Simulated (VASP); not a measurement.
Write the native input for VASP 6.6.1 that does the following.

- Task: single point
- Functional: PBE
- Potentials or basis: VASP PAW PBE potentials, release 64 (Cr_pv)
- Cutoff: 500 eV
- k mesh: 4 × 8 × 8
- Occupations: fermi-dirac, width 0.1 eV
- Spin: no spin polarisation
- Dipole correction: no
- Further INCAR settings: ALGO = Normal; EDIFF = 1e-06; NBANDS = 19

The structure of Cr lies in POSCAR:

```
Cr
1.0
   -2.8500000000      2.8500000000      2.8500000000
    0.0000000000      0.0000000000      2.8500000000
    0.0000000000      2.8500000000      0.0000000000
Cr
2
Direct
    0.0122807018     -0.0122807018     -0.0122807018
    0.4877192982      0.0122807018      0.0122807018
```

The input as run:

INCAR

```
SYSTEM = Cr
PREC     = Accurate       ! precision mode
ENCUT    = 500            ! plane-wave cutoff, eV
EDIFF    = 1E-6           ! SCF threshold, eV
ISMEAR   = -1             ! smearing method
SIGMA    = 0.1            ! smearing width, eV
LREAL    = .FALSE.        ! projectors in reciprocal space
LASPH    = .TRUE.         ! aspherical terms in the spheres
NELM     = 120            ! most SCF steps
ALGO     = Normal         ! electronic algorithm
ISIF     = 2              ! what is computed and relaxed
LWAVE    = .FALSE.        ! write WAVECAR
LCHARG   = .FALSE.        ! write CHGCAR
GGA      = PE             ! functional
NBANDS   = 19             ! bands
GGA_COMPAT= .FALSE.
```

KPOINTS

```
regular mesh
0
G
  4 8 8
  0 0 0
```

Potentials or basis: VASP PAW PBE potentials, release 64 (Cr_pv).

Command:

```sh
$ cat potpaw_PBE.64/Cr_pv/POTCAR > POTCAR
$ mpirun -np 1 vasp_std > vasp.out
```

It gave:

```yaml
Pressure: -0.1 GPa
Largest_force: 0.408 eV/Å
Band_gap_on_the_k_mesh: zero (band 12 reaches 12.05 eV, above the bottom of band 13 at 10.53 eV)
```

Caveat: the k points lie up to 0.55 Å⁻¹ apart; the run has no spin polarisation, though such a crystal can be magnetic.

It took 9.7 s on 1 thread of Intel(R) Xeon(R) Platinum 8559C (Emerald Rapids) (shared host), peak memory 0.15 GiB.
